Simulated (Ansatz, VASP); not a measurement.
# Ba2ZrO3: VASP beside Ansatz

```
CELL_PARAMETERS angstrom
5.65180 0.00000 0.00000
-2.82590 4.89460 0.00000
0.00000 0.00000 3.96965
ATOMIC_POSITIONS crystal
Ba 0.66667 0.33333 0.96314
Ba 0.33333 0.66667 0.96314
Zr 0.00000 0.00000 0.88881
O 0.50000 0.50000 0.45952
O 0.50000 0.00000 0.45952
O 0.00000 0.50000 0.45952
```

Change from the starting cell: species swapped into the ErCo3Ge2 type (P6mm, No. 183).

Alike in both runs: task relaxation of cell and atoms; functional PBE; k mesh 6 × 6 × 4; occupations gaussian, width 0.1 eV; no spin polarisation.

|  | VASP | Ansatz |
| --- | --- | --- |
| version | VASP 6.6.1 | Ansatz 0.2.0 |
| potentials or method | VASP PAW PBE potentials, release 64 (Ba_sv, Zr_sv, O), cutoff 600 eV | scalar-relativistic, plane waves, PAW |
| valence electrons in the cell | 50 | 50 |

|  | VASP | Ansatz | Ansatz less VASP |
| --- | --- | --- | --- |
| gap on the k mesh at the Fermi level, each at its own relaxed structure (eV) | none | none | - |
| relaxed volume (Å³/atom) | 19.83 | 19.18 | -0.655 |
| relaxed length of the cell vector where the two differ most in proportion (Å) | 5.861 | 5.773 | -0.0875 |

A gap of «none» marks a metal or a gap that the smearing closes.

The k mesh is coarse, so the values compare programs but aren't converged. Spin-orbit coupling is off throughout.
